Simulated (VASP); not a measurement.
# C in VASP: settings compared

C is run at these levels: PBE, r2SCAN; tasks: single point.

Program: VASP 6.6.1. These are calculated values, not measurements. Logs are shortened: lines on timing, memory, paths and dates and some standing lists are left out, and cuts for length are marked.

## (1) The cell of the first run

The structure is cubic, space group Fd-3m (No. 227). Conventional cell: a = 3.560 Å, b = 3.560 Å, c = 3.560 Å, α = 90.00°, β = 90.00°, γ = 90.00°. Within 2.1 Å of C (site symmetry -43m) lie 4 C at 1.54 Å.

## (2) Single point, PBE

INCAR reads:

```
ALGO = Normal
EDIFF = 1E-7
ENCUT = 520
GGA = PE
ISIF = 2
ISMEAR = -1
LASPH = True
LCHARG = False
LREAL = False
LWAVE = False
NBANDS = 11
NELM = 100
PREC = Accurate
SIGMA = 0.02
```

KPOINTS reads:

```
k-points
0
Gamma
  12 12 12
```

POSCAR reads:

```
C
1.0
    0.0000000000      1.7801241411      1.7801241411
    1.7801241411      0.0000000000      1.7801241411
    1.7801241411      1.7801241411      0.0000000000
C
2
Direct
    0.0000000000      0.0000000000      0.0000000000
    0.2500000000      0.2500000000      0.2500000000
```

Potentials or basis: VASP PAW PBE potentials, release 64 (C).

Run with:

```sh
> cat potpaw_PBE.64/C/POTCAR > POTCAR
> mpirun -np 1 vasp_std > vasp.out
```

OUTCAR:

```text
EDIFF = 1E-7
   ENCUT = 520
   GGA = PE
   ISIF = 2
   ISMEAR = -1
   LASPH = True
   LREAL = False
   NELM = 100
   PREC = Accurate

 ion  position               nearest neighbor table
   1  0.000  0.000  0.000-   2 1.54   2 1.54   2 1.54   2 1.54
   2  0.250  0.250  0.250-   1 1.54   1 1.54   1 1.54   1 1.54

  LATTYP: Found a face centered cubic cell.
 ALAT       =     3.5602482822

  Lattice vectors:

 A1 = (   0.0000000000,   1.7801241411,   1.7801241411)
 A2 = (   1.7801241411,   0.0000000000,   1.7801241411)
 A3 = (   1.7801241411,   1.7801241411,   0.0000000000)

Analysis of symmetry for initial positions (statically):
=====================================================================
 Subroutine PRICEL returns:
 Original cell was already a primitive cell.

 Routine SETGRP: Setting up the symmetry group for a
 face centered cubic supercell.

 Subroutine GETGRP returns: Found 48 space group operations
 (whereof 24 operations were pure point group operations)
 out of a pool of 48 trial point group operations.

The static configuration has the point symmetry T_d .
 The point group associated with its full space group is O_h .

Analysis of symmetry for dynamics (positions and initial velocities):
=====================================================================
 Subroutine PRICEL returns:
 Original cell was already a primitive cell.

 Routine SETGRP: Setting up the symmetry group for a
 face centered cubic supercell.

 Subroutine GETGRP returns: Found 48 space group operations
 (whereof 24 operations were pure point group operations)
 out of a pool of 48 trial point group operations.

The dynamic configuration has the point symmetry T_d .
 The point group associated with its full space group is O_h .

 Subroutine INISYM returns: Found 48 space group operations
 (whereof 24 operations are pure point group operations),
 and found     1 'primitive' translations

----------------------------------------------------------------------------------------

                                     Primitive cell

  volume of cell :      11.2819

  direct lattice vectors                    reciprocal lattice vectors
     0.000000000  1.780124141  1.780124141    -0.280879287  0.280879287  0.280879287
     1.780124141  0.000000000  1.780124141     0.280879287 -0.280879287  0.280879287
     1.780124141  1.780124141  0.000000000     0.280879287  0.280879287 -0.280879287

  length of vectors
     2.517475703  2.517475703  2.517475703     0.486497196  0.486497196  0.486497196

  position of ions in fractional coordinates (direct lattice)
     0.000000000  0.000000000  0.000000000
     0.250000000  0.250000000  0.250000000

  ion indices of the primitive-cell ions
   primitive index   ion index
                 1           1
                 2           2

----------------------------------------------------------------------------------------

 KPOINTS: k-points

Automatic generation of k-mesh.
 Grid dimensions read from file:
 generate k-points for:   12   12   12

 Generating k-lattice:

  Cartesian coordinates                     Fractional coordinates (reciprocal lattice)
    -0.023406607  0.023406607  0.023406607     0.083333333  0.000000000  0.000000000
     0.023406607 -0.023406607  0.023406607     0.000000000  0.083333333  0.000000000
     0.023406607  0.023406607 -0.023406607     0.000000000  0.000000000  0.083333333

  Length of vectors
     0.040541433  0.040541433  0.040541433

  Shift w.r.t. Gamma in fractional coordinates (k-lattice)
     0.000000000  0.000000000  0.000000000

 Subroutine IBZKPT returns following result:
 ===========================================

 Found     72 irreducible k-points:

 Following reciprocal coordinates:
            Coordinates               Weight
  0.000000  0.000000  0.000000      1.000000
  0.083333  0.000000  0.000000      8.000000
  0.166667  0.000000  0.000000      8.000000
  0.250000  0.000000  0.000000      8.000000
  0.333333  0.000000  0.000000      8.000000
  0.416667  0.000000  0.000000      8.000000
[... 16 lines left out ...]
  0.500000  0.166667  0.000000     24.000000
 -0.416667  0.166667  0.000000     24.000000
 [... further k-points ...]
   k-points           NKPTS =     72   k-points in BZ     NKDIM =     72   number of bands    NBANDS=     11
   number of dos      NEDOS =    301   number of ions     NIONS =      2
   total plane-waves  NPLWV =   8000
   dimension x,y,z NGX =    20 NGY =   20 NGZ =   20
   dimension x,y,z NGXF=    40 NGYF=   40 NGZF=   40
   ions per type =               2
   NGX,Y,Z   is equivalent  to a cutoff of  13.21, 13.21, 13.21 a.u.
   NGXF,Y,Z  is equivalent  to a cutoff of  26.41, 26.41, 26.41 a.u.
 SYSTEM =  unknown system
   PREC   = accura    normal or accurate (medium, high low for compatibility)
   ISTART =      0    job   : 0-new  1-cont  2-samecut
   ICHARG =      2    charge: 1-file 2-atom 10-const
   ISPIN  =      1    spin polarized calculation?
   LNONCOLLINEAR =      F non collinear calculations
   LSORBIT =      F    spin-orbit coupling
   LASPH  =      T    aspherical Exc in radial PAW
   ENCUT  =  520.0 eV  38.22 Ry    6.18 a.u.   4.68  4.68  4.68*2*pi/ulx,y,z
   NELM   =    100;   NELMIN=  2; NELMDL= -5     # of ELM steps
   EDIFF  = 0.1E-06   stopping-criterion for ELM
   LREAL  =      F    real-space projection
   EDIFFG = 0.1E-05   stopping-criterion for IOM
   NSW    =      0    number of steps for IOM
   IBRION =     -1    ionic relax: 0-MD 1-quasi-New 2-CG
   NFREE  =      0    steps in history (QN), initial steepest desc. (CG)
   ISIF   =      2    stress and relaxation
   ISYM   =      2    0-nonsym 1-usesym 2-fastsym
   POTIM  = 0.5000    time-step for ionic-motion
   TEBEG  =    0.0;   TEEND  =   0.0 temperature during run
   PSTRESS=    0.0 pullay stress
   NELECT =       8.0000    total number of electrons
   NUPDOWN=      -1.0000    fix difference up-down
   EMIN   =  10.00;   EMAX   =-10.00  energy-range for DOS
   EFERMI =   0.00;   METHOD = LEGACY
   ISMEAR =    -1;   SIGMA  =   0.02  broadening in eV -4-tet -1-fermi 0-gaus
   EFERMI_NEDOS =   21; number of points for ismear=-14 and -15
   IALGO  =     38    algorithm
   IMIX   =      4    mixing-type and parameters
     AMIX     =   0.40;   BMIX     =  1.00
     AMIX_MAG =   1.60;   BMIX_MAG =  1.00
  volume/ion in A,a.u.               =       5.64        38.07
  Fermi-wavevector in a.u.,A,eV,Ry     =   1.459860  2.758735 28.996616  2.131191
  Thomas-Fermi vector in A             =   2.576377
   LORBIT       =      0    0 simple, 1 ext, 2 COOP (PROOUT), +10 PAW based schemes
   GGA     = PE    functional components
   LHFCALC =     F    Hartree Fock is set to
   AEXX    =    0.0000 exact exchange contribution
   IVDW    =     0    specifies the selected vdW correction
   LEPSILON=     F    determine dielectric tensor
   LRPA    =     F    only Hartree local field effects (RPA)
 non-spin polarized calculation
  energy-cutoff  :      520.00
  volume of cell :       11.28
 maximum number of plane-waves:       313
   NGX =  9   NGY =  9   NGZ =  9

 number of electron       7.9999999 magnetization

 Free energy of the ion-electron system (eV)
  ---------------------------------------------------
  ext. energy  EPLUGINS =         0.00000000
  ---------------------------------------------------
  free energy    TOTEN  =       -18.18374909 eV

  energy without entropy =      -18.18374909  energy(sigma->0) =      -18.18374909

 E-fermi :  10.2874     XC(G=0): -13.2784

 val. band max:        9.8093147985   @ k =   0.0000   0.0000   0.0000
 cond. band min:      13.9747322125   @ k =   0.3333   0.3333   0.0000
 fundamental gap:      4.1654174141
 Fermi energy:        10.2873587142

 k-point     1 :       0.0000    0.0000    0.0000
  band No.  band energies     occupation
      1     -11.7417      2.00000
      2       9.8093      2.00000
      3       9.8093      2.00000
      4       9.8093      2.00000
      5      15.4142      0.00000
      6      15.4142      0.00000
      7      15.4142      0.00000
      8      23.2668      0.00000
      9      29.1732      0.00000
     10      36.4038      0.00000
     11      36.4038      0.00000

 k-point     2 :       0.0833    0.0000    0.0000
  band No.  band energies     occupation
      1     -11.5485      2.00000
      2       8.5778      2.00000
      3       9.4847      2.00000
      4       9.4847      2.00000
      5      15.8400      0.00000
      6      15.8400      0.00000
      7      16.1357      0.00000
      8      23.4281      0.00000
      9      29.4944      0.00000
     10      34.2684      0.00000
     11      34.2684      0.00000

 k-point     3 :       0.1667    0.0000    0.0000
  band No.  band energies     occupation
      1     -10.9716      2.00000
      2       6.0378      2.00000
      3       8.7803      2.00000
      4       8.7803      2.00000
      5      16.7638      0.00000
      6      16.7638      0.00000
      7      17.2387      0.00000
      8      23.8899      0.00000
      9      30.1648      0.00000
     10      32.6662      0.00000
     11      32.6662      0.00000

 k-point     4 :       0.2500    0.0000    0.0000
  band No.  band energies     occupation
      1     -10.0194      2.00000
      2       3.1922      2.00000
      3       8.0542      2.00000
      4       8.0542      2.00000
      5      17.6241      0.00000
      6      17.6241      0.00000
      7      18.0058      0.00000
      8      24.5363      0.00000
      9      30.5946      0.00000
     10      32.2502      0.00000
     11      32.2502      0.00000

 k-point     5 :       0.3333    0.0000    0.0000
  band No.  band energies     occupation
      1      -8.7129      2.00000
      2       0.4027      2.00000
      3       7.4780      2.00000
      4       7.4780      2.00000
      5      18.1117      0.00000
      6      18.1117      0.00000
      7      18.4432      0.00000
      8      25.1311      0.00000
      9      30.8371      0.00000
     10      33.0904      0.00000
     11      33.0904      0.00000
[... 211 lines left out ...]
 k-point    21 :       0.3333    0.1667    0.0000
  band No.  band energies     occupation
      1      -8.9515      2.00000
      2       2.5609      2.00000
      3       5.9538      2.00000
      4       6.3718      2.00000
      5      15.8431      0.00000
      6      20.6507      0.00000
      7      20.7098      0.00000
      8      21.6321      0.00000
      9      30.8111      0.00000
     10      31.5763      0.00000
     11      36.9133      0.00000

 k-point    22 :       0.4167    0.1667    0.0000
  band No.  band energies     occupation
      1      -7.5522      2.00000
      2      -0.0012      2.00000
      3       5.5230      2.00000
      4       5.7345      2.00000
      5      16.5065      0.00000
      6      20.8421      0.00000
      7      20.9882      0.00000
      8      22.5423      0.00000
      9      30.9554      0.00000
     10      32.3635      0.00000
     11      37.2915      0.00000

 k-point    23 :       0.5000    0.1667    0.0000
  band No.  band energies     occupation
      1      -5.9613      2.00000
      2      -2.2521      2.00000
      3       4.8017      2.00000
      4       5.8224      2.00000
      5      16.9286      0.00000
      6      20.5682      0.00000
      7      21.1082      0.00000
      8      24.1514      0.00000
      9      30.0176      0.00000
     10      33.7322      0.00000
     11      36.4782      0.00000

 k-point    24 :      -0.4167    0.1667    0.0000
  band No.  band energies     occupation
      1      -5.5273      2.00000
      2      -2.7725      2.00000
      3       4.3125      2.00000
      4       6.2029      2.00000
      5      17.3685      0.00000
      6      20.0756      0.00000
      7      21.0856      0.00000
      8      25.3172      0.00000
      9      29.3212      0.00000
     10      34.0578      0.00000
     11      34.4874      0.00000

 [... further k-points ...]

------------------------ aborting loop because EDIFF is reached ----------------------------------------

  FORCE on cell =-STRESS in cart. coord.  units (eV):
  Direction    XX          YY          ZZ          XY          YZ          ZX
  --------------------------------------------------------------------------------------
  -------------------------------------------------------------------------------------
  Total        0.3454029      0.3454029      0.3454029     -0.0000000     -0.0000000     -0.0000000
  in kB       49.0518780     49.0518780     49.0518780     -0.0000000     -0.0000000     -0.0000000
  external PRESSURE =      49.0518780 kB  Pullay stress =       0.0000000 kB

 VOLUME and BASIS-vectors are now :
 -----------------------------------------------------------------------------
  energy-cutoff  :      520.00
  volume of cell :       11.28
      direct lattice vectors                 reciprocal lattice vectors
     0.000000000  1.780124141  1.780124141    -0.280879287  0.280879287  0.280879287
     1.780124141  0.000000000  1.780124141     0.280879287 -0.280879287  0.280879287
     1.780124141  1.780124141  0.000000000     0.280879287  0.280879287 -0.280879287

 POSITION                                       TOTAL-FORCE (eV/Angst)
 -----------------------------------------------------------------------------------
      0.00000      0.00000      0.00000        -0.000000     -0.000000     -0.000000
      0.89006      0.89006      0.89006         0.000000      0.000000      0.000000
 -----------------------------------------------------------------------------------
    total drift:                                0.000000      0.000000      0.000000

  FREE ENERGIE OF THE ION-ELECTRON SYSTEM (eV)
  ---------------------------------------------------
  free  energy   TOTEN  =       -18.1837490873 eV

  energy  without entropy=      -18.1837490873  energy(sigma->0) =      -18.18374909
```

Run time: 7.8 s. Hardware: 1 thread of AMD EPYC 7R13 (Zen 3), shared host; peak memory 0.09 GiB.

What came out:

| Item | Value |
| --- | --- |
| Free energy | -18.1837 eV |
| Pressure | 4.9 GPa |
| Band gap on the k mesh | 4.17 eV, indirect (least direct gap 5.60 eV) |

A k mesh can miss the band edges. PBE gaps usually lie below the measured ones, often by a third to a half.

## (3) Single point, r2SCAN (strain -4.0%)

POSCAR reads:

```
C
1.0
    0.0000000000      1.7089191755      1.7089191755
    1.7089191755      0.0000000000      1.7089191755
    1.7089191755      1.7089191755      0.0000000000
C
2
Direct
    0.0000000000      0.0000000000      0.0000000000
    0.2500000000      0.2500000000      0.2500000000
```

INCAR.step1 reads:

```
SYSTEM = C
  ALGO = Normal
  EDIFF = 1E-4
  ENCUT = 520
  GGA = PE
  ISMEAR = 0
  LASPH = .True.
  LCHARG = .False.
  LREAL = .False.
  LWAVE = .True.
  NBANDS = 11
  NELM = 80
  PREC = Accurate
  SIGMA = 0.01
```

INCAR.step2 reads:

```
SYSTEM = C
  ALGO = Normal
  EDIFF = 1E-7
  ENCUT = 520
  ISIF = 2
  ISMEAR = 0
  ISTART = 1
  LASPH = .True.
  LCHARG = .True.
  LELF = .True.
  LMIXTAU = .True.
  LREAL = .False.
  LVHAR = .True.
  LWAVE = .False.
  METAGGA = R2SCAN
  NBANDS = 11
  NELM = 80
  PREC = Accurate
  SIGMA = 0.01
```

KPOINTS reads:

```
k-points
0
Gamma
  12 12 12
  0 0 0
```

Potentials or basis: VASP PAW PBE potentials, release 64 (C).

Run with:

```sh
> cat potpaw_PBE.64/C/POTCAR > POTCAR
> cp INCAR.step1 INCAR
> mpirun -np 1 vasp_std > vasp.out
> cp INCAR.step2 INCAR
> mpirun -np 1 vasp_std > vasp.out
```

Run time: 30 s. Hardware: 1 thread of AMD EPYC 7R13 (Zen 3), shared host; peak memory 0.09 GiB.

Results (log left out):

* Free energy: -19.3885 eV
* Pressure: 70.6 GPa
* Band gap on the k mesh: 4.65 eV, indirect (least direct gap 6.19 eV)

Levels at points of the mesh, in eV from the valence-band top:
| k point | band 1 | band 2 | band 3 | band 4 | band 5 | band 6 | band 7 | band 8 | band 9 |
| --- | --- | --- | --- | --- | --- | --- | --- | --- | --- |
| (0.00, 0.00, 0.00) | -24.55 | 0.00 | 0.00 | 0.00 | 6.19 | 6.19 | 6.19 | 17.01 | 22.25 |
| (0.50, 0.00, 0.00) | -17.81 | -15.58 | -3.34 | -3.34 | 9.41 | 9.41 | 11.01 | 17.92 | 25.30 |
| (0.50, 0.50, 0.00) | -14.57 | -14.57 | -7.51 | -7.51 | 5.28 | 5.28 | 20.00 | 20.00 | 27.29 |

Caveat: the cell differs from its parent crystal (strain -4.0%); the PAW data sets were made with another functional, which shifts forces and pressure a little. A k mesh can miss the band edges.

[end of part 1 of 2]
